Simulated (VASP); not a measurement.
# WSe (P6_3/mmc) in VASP: notebook

WSe is run at these levels: PBE; tasks: single point, relaxation of cell and atoms.

Everything below comes from runs of VASP 6.6.1. Logs are shortened: lines on timing, memory, paths and dates and some standing lists are left out, and cuts for length are marked.

## Step 1: The cell of the first run

Symmetry: P6_3/mmc, No. 194, hexagonal system. The conventional cell has a = 3.161 Å, b = 3.161 Å, c = 7.661 Å, α = 90.00°, β = 90.00°, γ = 120.00°. W (site symmetry -3m) has 6 Se at 2.65 Å and 6 W at 3.16 Å within 3.5 Å. Se (site symmetry -6m2) has 6 W at 2.65 Å and 6 Se at 3.16 Å within 3.5 Å.

## Step 2: Single point, PBE

INCAR reads:

```
SYSTEM = WSe
PREC = Accurate ; ENCUT = 520
EDIFF = 1E-7 ; ISMEAR = 0
SIGMA = 0.1 ; LREAL = .False.
LASPH = .True. ; NELM = 60
ALGO = Normal ; ISIF = 2
LWAVE = .False. ; LCHARG = .False.
GGA = PE ; NBANDS = 28
```

KPOINTS reads:

```
regular mesh
0
Gamma
  6 6 4
  0 0 0
```

POSCAR reads:

```
WSe
1.0
    3.1611935885      0.0000000000      0.0000000000
   -1.5805967942      2.7376739539      0.0000000000
    0.0000000000      0.0000000000      7.6608664315
W Se
2 2
Direct
    0.0000000000      0.0000000000      0.0000000000
    0.0000000000      0.0000000000      0.5000000000
    0.3333333333      0.6666666667      0.2500000000
    0.6666666667      0.3333333333      0.7500000000
```

Potentials or basis: VASP PAW PBE potentials, release 64 (W_sv, Se).

On the command line:

```console
cat potpaw_PBE.64/W_sv/POTCAR potpaw_PBE.64/Se/POTCAR > POTCAR
mpirun -np 1 vasp_std > vasp.out
```

OUTCAR:

```text
SYSTEM = WSe
   PREC = Accurate
   ENCUT = 520
   EDIFF = 1E-7
   ISMEAR = 0
   LREAL = .False.
   LASPH = .True.
   NELM = 60
   ISIF = 2
   GGA = PE

 ion  position               nearest neighbor table
   1  0.000  0.000  0.000-   3 2.65   4 2.65   3 2.65   4 2.65   4 2.65   3 2.65
   2  0.000  0.000  0.500-   3 2.65   4 2.65   3 2.65   4 2.65   4 2.65   3 2.65
   3  0.333  0.667  0.250-   1 2.65   2 2.65   1 2.65   2 2.65   1 2.65   2 2.65
   4  0.667  0.333  0.750-   1 2.65   2 2.65   1 2.65   2 2.65   1 2.65   2 2.65

  LATTYP: Found a hexagonal cell.
 ALAT       =     3.1611935885
 C/A-ratio  =     2.4234094550

  Lattice vectors:

 A1 = (   3.1611935885,   0.0000000000,   0.0000000000)
 A2 = (  -1.5805967942,   2.7376739539,   0.0000000000)
 A3 = (   0.0000000000,   0.0000000000,   7.6608664315)

Analysis of symmetry for initial positions (statically):
=====================================================================
 Subroutine PRICEL returns:
 Original cell was already a primitive cell.

 Routine SETGRP: Setting up the symmetry group for a
 hexagonal supercell.

 Subroutine GETGRP returns: Found 24 space group operations
 (whereof 12 operations were pure point group operations)
 out of a pool of 24 trial point group operations.

The static configuration has the point symmetry D_3d.
 The point group associated with its full space group is D_6h.

Analysis of symmetry for dynamics (positions and initial velocities):
=====================================================================
 Subroutine PRICEL returns:
 Original cell was already a primitive cell.

 Routine SETGRP: Setting up the symmetry group for a
 hexagonal supercell.

 Subroutine GETGRP returns: Found 24 space group operations
 (whereof 12 operations were pure point group operations)
 out of a pool of 24 trial point group operations.

The dynamic configuration has the point symmetry D_3d.
 The point group associated with its full space group is D_6h.

 Subroutine INISYM returns: Found 24 space group operations
 (whereof 12 operations are pure point group operations),
 and found     1 'primitive' translations

----------------------------------------------------------------------------------------

                                     Primitive cell

  volume of cell :      66.2996

  direct lattice vectors                    reciprocal lattice vectors
     3.161193589  0.000000000  0.000000000     0.316336210  0.182636796  0.000000000
    -1.580596794  2.737673954  0.000000000     0.000000000  0.365273592  0.000000000
     0.000000000  0.000000000  7.660866431     0.000000000  0.000000000  0.130533538

  length of vectors
     3.161193589  3.161193588  7.660866431     0.365273592  0.365273592  0.130533538

  position of ions in fractional coordinates (direct lattice)
     0.000000000  0.000000000  0.000000000
     0.000000000  0.000000000  0.500000000
     0.333333333  0.666666667  0.250000000
     0.666666667  0.333333333  0.750000000

  ion indices of the primitive-cell ions
   primitive index   ion index
                 1           1
                 2           2
                 3           3
                 4           4

----------------------------------------------------------------------------------------

 KPOINTS: regular mesh

Automatic generation of k-mesh.
 Grid dimensions read from file:
 generate k-points for:    6    6    4

 Generating k-lattice:

  Cartesian coordinates                     Fractional coordinates (reciprocal lattice)
     0.052722702  0.030439466  0.000000000     0.166666667  0.000000000  0.000000000
     0.000000000  0.060878932  0.000000000     0.000000000  0.166666667  0.000000000
     0.000000000  0.000000000  0.032633385     0.000000000  0.000000000  0.250000000

  Length of vectors
     0.060878932  0.060878932  0.032633385

  Shift w.r.t. Gamma in fractional coordinates (k-lattice)
     0.000000000  0.000000000  0.000000000

 Subroutine IBZKPT returns following result:
 ===========================================

 Found     21 irreducible k-points:

 Following reciprocal coordinates:
            Coordinates               Weight
  0.000000  0.000000  0.000000      1.000000
  0.166667  0.000000  0.000000      6.000000
  0.333333  0.000000  0.000000      6.000000
  0.500000  0.000000  0.000000      3.000000
  0.166667  0.166667  0.000000      6.000000
  0.333333  0.166667  0.000000     12.000000
[... 13 lines left out ...]
  0.333333  0.166667  0.500000     12.000000
  0.333333  0.333333  0.500000      2.000000
   k-points           NKPTS =     21   k-points in BZ     NKDIM =     21   number of bands    NBANDS=     28
   number of dos      NEDOS =    301   number of ions     NIONS =      4
   total plane-waves  NPLWV =  34560
   dimension x,y,z NGX =    24 NGY =   24 NGZ =   60
   dimension x,y,z NGXF=    48 NGYF=   48 NGZF=  120
   ions per type =               2   2
   NGX,Y,Z   is equivalent  to a cutoff of  12.62, 12.62, 13.02 a.u.
   NGXF,Y,Z  is equivalent  to a cutoff of  25.24, 25.24, 26.04 a.u.
 SYSTEM =  WSe
   PREC   = accura    normal or accurate (medium, high low for compatibility)
   ISTART =      0    job   : 0-new  1-cont  2-samecut
   ICHARG =      2    charge: 1-file 2-atom 10-const
   ISPIN  =      1    spin polarized calculation?
   LNONCOLLINEAR =      F non collinear calculations
   LSORBIT =      F    spin-orbit coupling
   LASPH  =      T    aspherical Exc in radial PAW
   ENCUT  =  520.0 eV  38.22 Ry    6.18 a.u.   5.88  5.88 14.24*2*pi/ulx,y,z
   NELM   =     60;   NELMIN=  2; NELMDL= -5     # of ELM steps
   EDIFF  = 0.1E-06   stopping-criterion for ELM
   LREAL  =      F    real-space projection
   EDIFFG = 0.1E-05   stopping-criterion for IOM
   NSW    =      0    number of steps for IOM
   IBRION =     -1    ionic relax: 0-MD 1-quasi-New 2-CG
   NFREE  =      0    steps in history (QN), initial steepest desc. (CG)
   ISIF   =      2    stress and relaxation
   ISYM   =      2    0-nonsym 1-usesym 2-fastsym
   POTIM  = 0.5000    time-step for ionic-motion
   TEBEG  =    0.0;   TEEND  =   0.0 temperature during run
   PSTRESS=    0.0 pullay stress
   NELECT =      40.0000    total number of electrons
   NUPDOWN=      -1.0000    fix difference up-down
   EMIN   =  10.00;   EMAX   =-10.00  energy-range for DOS
   EFERMI =   0.00;   METHOD = LEGACY
   ISMEAR =     0;   SIGMA  =   0.10  broadening in eV -4-tet -1-fermi 0-gaus
   EFERMI_NEDOS =   21; number of points for ismear=-14 and -15
   IALGO  =     38    algorithm
   IMIX   =      4    mixing-type and parameters
     AMIX     =   0.40;   BMIX     =  1.00
     AMIX_MAG =   1.60;   BMIX_MAG =  1.00
  volume/ion in A,a.u.               =      16.57       111.85
  Fermi-wavevector in a.u.,A,eV,Ry     =   1.383326  2.614107 26.035990  1.913591
  Thomas-Fermi vector in A             =   2.507935
   LORBIT       =      0    0 simple, 1 ext, 2 COOP (PROOUT), +10 PAW based schemes
   GGA     = PE    functional components
   LHFCALC =     F    Hartree Fock is set to
   AEXX    =    0.0000 exact exchange contribution
   IVDW    =     0    specifies the selected vdW correction
   LEPSILON=     F    determine dielectric tensor
   LRPA    =     F    only Hartree local field effects (RPA)
 non-spin polarized calculation
 Gauss-broadening in eV      SIGMA  =   0.10
  energy-cutoff  :      520.00
  volume of cell :       66.30
 maximum number of plane-waves:      1800
 NGX is ok and might be reduce to    24
   NGX = 11   NGY = 11   NGZ = 29

 number of electron      39.9999993 magnetization

 Free energy of the ion-electron system (eV)
  ---------------------------------------------------
  ext. energy  EPLUGINS =         0.00000000
  ---------------------------------------------------
  free energy    TOTEN  =       -30.74998478 eV

  energy without entropy =      -30.72361543  energy(sigma->0) =      -30.73680010

 E-fermi :  10.1466     XC(G=0): -12.4128

 val. band max:       10.1358123081   @ k =   0.3333   0.1667   0.0000
 cond. band min:      10.1646265650   @ k =   0.3333   0.1667   0.2500
 fundamental gap:      0.0288142569
 Fermi energy:        10.1465844764

 k-point     1 :       0.0000    0.0000    0.0000
  band No.  band energies     occupation
      1     -64.4422      2.00000
      2     -64.4418      2.00000
      3     -28.8089      2.00000
      4     -28.7624      2.00000
      5     -28.4784      2.00000
      6     -28.4784      2.00000
[... 20 lines left out ...]
     27      13.8443      0.00000
     28      15.5433      0.00000

 k-point     2 :       0.1667    0.0000    0.0000
  band No.  band energies     occupation
      1     -64.4378      2.00000
      2     -64.4372      2.00000
      3     -28.7929      2.00000
      4     -28.7492      2.00000
      5     -28.5633      2.00000
      6     -28.5593      2.00000
[... 20 lines left out ...]
     27      14.0205      0.00000
     28      16.8705      0.00000

 k-point     3 :       0.3333    0.0000    0.0000
  band No.  band energies     occupation
      1     -64.4289      2.00000
      2     -64.4284      2.00000
      3     -28.7612      2.00000
      4     -28.7292      2.00000
      5     -28.7254      2.00000
      6     -28.7203      2.00000
[... 20 lines left out ...]
     27      14.3778      0.00000
     28      15.6457      0.00000

 k-point     4 :       0.5000    0.0000    0.0000
  band No.  band energies     occupation
      1     -64.4245      2.00000
      2     -64.4239      2.00000
      3     -28.8110      2.00000
      4     -28.8034      2.00000
      5     -28.7447      2.00000
      6     -28.7092      2.00000
[... 20 lines left out ...]
     27      14.3817      0.00000
     28      14.6346      0.00000

 k-point     5 :       0.1667    0.1667    0.0000
  band No.  band energies     occupation
      1     -64.4312      2.00000
      2     -64.4306      2.00000
      3     -28.7690      2.00000
      4     -28.7293      2.00000
      5     -28.6725      2.00000
      6     -28.6669      2.00000
[... 20 lines left out ...]
     27      14.6885      0.00000
     28      15.4346      0.00000

 k-point     6 :       0.3333    0.1667    0.0000
  band No.  band energies     occupation
      1     -64.4245      2.00000
      2     -64.4240      2.00000
      3     -28.7691      2.00000
      4     -28.7619      2.00000
      5     -28.7447      2.00000
      6     -28.7093      2.00000
[... 370 lines left out ...]
      5     -28.7270      2.00000
      6     -28.7270      2.00000
[... 20 lines left out ...]
     27      14.1693      0.00000
     28      14.1693      0.00000

 k-point    19 :       0.1667    0.1667    0.5000
  band No.  band energies     occupation
      1     -64.4309      2.00000
      2     -64.4309      2.00000
      3     -28.7493      2.00000
      4     -28.7493      2.00000
      5     -28.6697      2.00000
      6     -28.6697      2.00000
[... 20 lines left out ...]
     27      16.4198      0.00000
     28      16.4198      0.00000

 k-point    20 :       0.3333    0.1667    0.5000
  band No.  band energies     occupation
      1     -64.4242      2.00000
      2     -64.4242      2.00000
      3     -28.7655      2.00000
      4     -28.7655      2.00000
      5     -28.7270      2.00000
      6     -28.7270      2.00000
[... 20 lines left out ...]
     27      15.2648      0.00000
     28      15.2648      0.00000

 k-point    21 :       0.3333    0.3333    0.5000
  band No.  band energies     occupation
      1     -64.4220      2.00000
      2     -64.4220      2.00000
      3     -28.7199      2.00000
      4     -28.7199      2.00000
      5     -28.7087      2.00000
      6     -28.7087      2.00000
[... 20 lines left out ...]
     27      14.9407      0.00000
     28      14.9407      0.00000

------------------------ aborting loop because EDIFF is reached ----------------------------------------

  FORCE on cell =-STRESS in cart. coord.  units (eV):
  Direction    XX          YY          ZZ          XY          YZ          ZX
  --------------------------------------------------------------------------------------
  -------------------------------------------------------------------------------------
  Total        0.0732765      0.0732765      0.2365450      0.0000000      0.0000000      0.0000000
  in kB        1.7707808      1.7707808      5.7162827      0.0000000      0.0000000      0.0000000
  external PRESSURE =       3.0859481 kB  Pullay stress =       0.0000000 kB

 VOLUME and BASIS-vectors are now :
 -----------------------------------------------------------------------------
  energy-cutoff  :      520.00
  volume of cell :       66.30
      direct lattice vectors                 reciprocal lattice vectors
     3.161193589  0.000000000  0.000000000     0.316336210  0.182636796  0.000000000
    -1.580596794  2.737673954  0.000000000     0.000000000  0.365273592  0.000000000
     0.000000000  0.000000000  7.660866431     0.000000000  0.000000000  0.130533538

 POSITION                                       TOTAL-FORCE (eV/Angst)
 -----------------------------------------------------------------------------------
      0.00000      0.00000      0.00000         0.000000      0.000000     -0.000000
      0.00000      0.00000      3.83043         0.000000      0.000000     -0.000000
     -0.00000      1.82512      1.91522        -0.000000      0.000000     -0.000000
      1.58060      0.91256      5.74565         0.000000     -0.000000      0.000000
 -----------------------------------------------------------------------------------
    total drift:                               -0.000000      0.000000      0.000000

  FREE ENERGIE OF THE ION-ELECTRON SYSTEM (eV)
  ---------------------------------------------------
  free  energy   TOTEN  =       -30.7499847767 eV

  energy  without entropy=      -30.7236154291  energy(sigma->0) =      -30.73680010
```

Run time: 72 s. Hardware: 1 thread of AMD EPYC 7R13, shared host; peak memory 0.16 GiB.

What came out:

```yaml
Free_energy: -30.7500 eV
Pressure: 0.3 GPa
Band_gap_on_the_k_mesh: zero (band 20 reaches 10.51 eV, above the bottom of band 21 at 9.68 eV)
```

Levels at points of the mesh, in eV from the Fermi level:
| k point | band 18 | band 19 | band 20 | band 21 | band 22 | band 23 |
| --- | --- | --- | --- | --- | --- | --- |
| (0.00, 0.00, 0.00) | -1.46 | -0.61 | -0.61 | -0.33 | -0.33 | 0.48 |
| (0.50, 0.00, 0.00) | -2.28 | -0.52 | -0.25 | 1.02 | 2.35 | 2.42 |
| (0.00, 0.00, 0.50) | -2.60 | -0.36 | -0.36 | -0.36 | -0.36 | 2.13 |
| (0.50, 0.00, 0.50) | -3.42 | 0.37 | 0.37 | 1.89 | 1.89 | 2.28 |

Caveat: the k points lie up to 0.38 Å⁻¹ apart; spin-orbit coupling is left out, which moves the levels of the heavy elements.

## Step 3: Single point, PBE

This run uses another cell than the first one, of 16.52 Å³/atom, 0.997 times its volume.

INCAR reads:

```
SYSTEM = WSe
  ALGO = Normal
  EDIFF = 1E-6
  ENCUT = 520
  GGA = PE
  ISIF = 2
  ISMEAR = 0
  LASPH = .True.
  LCHARG = .False.
  LREAL = .False.
  LWAVE = .False.
  NBANDS = 28
  NELM = 100
  PREC = Accurate
  SIGMA = 0.1
```

KPOINTS reads:

```
k-points
0
Gamma
  18 18 6
  0 0 0
```

POSCAR reads:

```
WSe
1.0
    3.1462601842      0.0000000000      0.0000000000
   -1.5731300921      2.7247412464      0.0000000000
    0.0000000000      0.0000000000      7.7092916606
W Se
2 2
Direct
    0.0000000000      0.0000000000      0.0000000000
    0.0000000000      0.0000000000      0.5000000000
    0.3333333333      0.6666666667      0.2500000000
    0.6666666667      0.3333333333      0.7500000000
```

Potentials or basis: VASP PAW PBE potentials, release 64 (W_sv, Se).

On the command line:

```console
cat potpaw_PBE.64/W_sv/POTCAR potpaw_PBE.64/Se/POTCAR > POTCAR
mpirun -np 1 vasp_std > vasp.out
```

It took 7 min on 1 thread of AMD EPYC 7R13, shared host; peak memory 0.32 GiB.

It converged, with:

- Free energy: -30.8057 eV
- Pressure: 0.4 GPa
- Band gap on the k mesh: zero (band 20 reaches 11.03 eV, above the bottom of band 21 at 9.71 eV)

Stress tensor (GPa, compression positive):
```
0.31 0.00 0.00
0.00 0.31 0.00
0.00 0.00 0.52
```

Levels at points of the mesh, in eV from the Fermi level:
| k point | band 17 | band 18 | band 19 | band 20 | band 21 | band 22 | band 23 | band 24 |
| --- | --- | --- | --- | --- | --- | --- | --- | --- |
| (0.00, 0.00, 0.00) | -1.39 | -1.39 | -0.52 | -0.52 | -0.19 | -0.19 | 0.56 | 0.56 |
| (0.50, 0.00, 0.00) | -3.79 | -2.17 | -0.45 | -0.29 | 1.00 | 2.47 | 2.54 | 3.05 |
| (0.00, 0.00, 0.50) | -2.53 | -2.53 | -0.28 | -0.28 | -0.28 | -0.28 | 2.20 | 2.20 |
| (0.50, 0.00, 0.50) | -3.42 | -3.42 | 0.37 | 0.37 | 1.94 | 1.94 | 2.27 | 2.27 |

Caveat: spin-orbit coupling is left out, which moves the levels of the heavy elements.

## Step 4: Relaxation of cell and atoms, PBE

INCAR reads:

```
PREC = Accurate
ENCUT = 600
EDIFF = 1E-7
ISMEAR = 0
SIGMA = 0.1
LREAL = F
LASPH = T
NELM = 100
ALGO = Normal
ISIF = 3
LWAVE = F
LCHARG = F
GGA = PE
IBRION = 2
NSW = 100
EDIFFG = -0.01
```

KPOINTS reads:

```
regular mesh
0
Gamma
  18 18 6
```

POSCAR reads:

```
WSe
1.0
    3.1611935885      0.0000000000      0.0000000000
   -1.5805967942      2.7376739539      0.0000000000
    0.0000000000      0.0000000000      7.6608664315
W Se
2 2
Direct
    0.0000000000      0.0000000000      0.0000000000
    0.0000000000      0.0000000000      0.5000000000
    0.3333333333      0.6666666667      0.2500000000
    0.6666666667      0.3333333333      0.7500000000
```

On the command line:

```console
cat potpaw_PBE.64/W_sv/POTCAR potpaw_PBE.64/Se/POTCAR > POTCAR
mpirun -np 1 vasp_std > vasp.out
```

Wall time 28 min (1 thread of AMD EPYC 7R13, shared host); peak memory 0.38 GiB.

The run converged. Its results:

```yaml
Free_energy: -30.8065 eV
Relaxed_volume: 16.56 Å³/atom
Relaxed_cell: a = 3.147 Å, b = 3.147 Å, c = 7.722 Å, α = 90.00°, β = 90.00°, γ = 120.00°
Space_group_after_relaxing_to_0.05_Å: P6_3/mmc (No. 194)
Energy_gained_by_relaxing: 0.6 meV/atom
Ionic_steps: 5
Pressure_after_relaxing: 0.0 GPa
Band_gap_on_the_k_mesh: zero (band 20 reaches 11.00 eV, above the bottom of band 21 at 9.67 eV)
```

Step by step:
| step | energy change (eV) | largest force (eV/Å) | pressure (GPa) | volume (Å³) |
| --- | --- | --- | --- | --- |
| 1 | 0.0000 | 0.0000 | 0.09 | 66.30 |
| 2 | -0.0019 | 0.0000 | -0.33 | 66.39 |
| 3 | -0.0021 | 0.0000 | -0.51 | 66.43 |
| 4 | -0.0016 | 0.0000 | 0.75 | 65.94 |
| 5 | -0.0024 | 0.0000 | -0.02 | 66.24 |

Final structure:
```
W Se
1.0
     3.14714    0.00000    0.00000
    -1.57357    2.72550    0.00000
     0.00000    0.00000    7.72227
W Se
2 2
Cartesian
  0.0000 0.0000 0.0000
  0.0000 0.0000 3.8611
  0.0000 1.8170 1.9306
  1.5736 0.9085 5.7917
```

Levels at points of the mesh, in eV from the Fermi level:
```
           k point  band 18  band 19  band 20  band 21  band 22  band 23
(0.00, 0.00, 0.00)    -1.38    -0.51    -0.51    -0.18    -0.18     0.56
(0.50, 0.00, 0.00)    -2.16    -0.45    -0.29     0.99     2.47     2.54
(0.00, 0.00, 0.50)    -2.51    -0.27    -0.27    -0.27    -0.27     2.20
(0.50, 0.00, 0.50)    -3.41     0.37     0.37     1.93     1.93     2.25
```

Caveat: spin-orbit coupling is left out, which moves the levels of the heavy elements.

## Step 5: Overview

```tsv
task	cell	k mesh	cutoff (eV)	gap on the mesh (eV)	pressure (GPa)
single point	a = 3.161, b = 3.161, c = 7.661 Å, angles 90.0, 90.0, 120.0°, 4 atoms	6 × 6 × 4	520	none	0.3
single point	a = 3.146, b = 3.146, c = 7.709 Å, angles 90.0, 90.0, 120.0°, 4 atoms	18 × 18 × 6	520	none	0.4
relaxation of cell and atoms	relaxed from a = 3.161, b = 3.161, c = 7.661 Å, angles 90.0, 90.0, 120.0°, 4 atoms	18 × 18 × 6	600	none	0.0
```

Alike in all rows: level PBE; potentials or basis VASP PAW PBE potentials, release 64 (W_sv, Se); no spin polarisation; smearing gaussian 0.1 eV.

Caveats: some runs use coarse meshes; spin-orbit coupling is left out, which moves the levels of the heavy elements.

Absolute energies hang on the potentials; compare differences alone.
